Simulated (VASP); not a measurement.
A run of VASP 6.6.1:

Contents of INCAR:

```
PREC = Accurate ; ENCUT = 520
EDIFF = 1E-6 ; ISMEAR = 0
SIGMA = 0.01 ; LREAL = False
LASPH = True ; NELM = 80
ALGO = Normal ; ISIF = 2
LWAVE = False ; LCHARG = False
GGA = PS ; NBANDS = 11
```

File KPOINTS:

```
regular mesh
0
Gamma
  9 9 9
```

POSCAR

```
C
1.0
    0.0000000000      1.7833700000      1.7833700000
    1.7833700000      0.0000000000      1.7833700000
    1.7833700000      1.7833700000      0.0000000000
C
2
Direct
    0.0000000000      0.0000000000      0.0000000000
    0.2500000000      0.2500000000      0.2500000000
```

Potentials or basis: VASP PAW PBE potentials, release 64 (C).

Run with:

```sh
$ cat potpaw_PBE.64/C/POTCAR > POTCAR
$ mpirun -np 1 vasp_std > vasp.out
```

Hardware: 1 thread of Intel(R) Xeon(R) 6975P-C (Granite Rapids), with other jobs on the host.

Task: Estimate the wall time of this run.

Result: Wall time 3 s on 1 thread of Intel(R) Xeon(R) 6975P-C (Granite Rapids), with other jobs on the host, peak memory 0.11 GiB. Counts: scf iterations 11, k points 35.
